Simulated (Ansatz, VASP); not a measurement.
## One calculation of Mg6F, two programs

```
CELL_PARAMETERS angstrom
3.20344 0.00000 0.00000
-1.60172 7.81532 0.00000
0.00000 0.00000 20.98511
ATOMIC_POSITIONS crystal
Mg 0.84939 0.69878 0.19061
Mg 0.52100 0.04200 0.21976
Mg 0.19261 0.38523 0.24891
Mg 0.37107 0.74148 0.32830
Mg 0.04262 0.08345 0.35424
Mg 0.71282 0.42511 0.38051
F 0.71282 0.80011 0.45628
```

Alike in both runs: task single point; functional PBE; k mesh 9 × 4 × 1; occupations gaussian, width 0.1 eV; no spin polarisation.

```csv
,VASP,Ansatz
version,VASP 6.6.1,Ansatz 0.2.0
potentials or method,"VASP PAW PBE potentials, release 64 (Mg, F), cutoff 520 eV","scalar-relativistic, plane waves, PAW"
valence electrons in the cell,19,67
```

Ansatz gave:

```
gap on the k mesh at the Fermi level (eV) : none
rms of the force components (eV/Å)        : 0.557
```

Question: Estimate VASP's values.

Answer: gap on the k mesh at the Fermi level (eV): none; rms of the force components (eV/Å): 0.556.

Atom by atom the forces differ by 0.004 eV/Å (rms over components). A gap of «none» marks a metal or a gap that the smearing closes. With one functional, cell and mesh, what is left measures potentials, basis and numerics. VASP's potentials hold 19 valence electrons a cell and Ansatz's 67, so a difference there can come from the potentials and not from the codes.
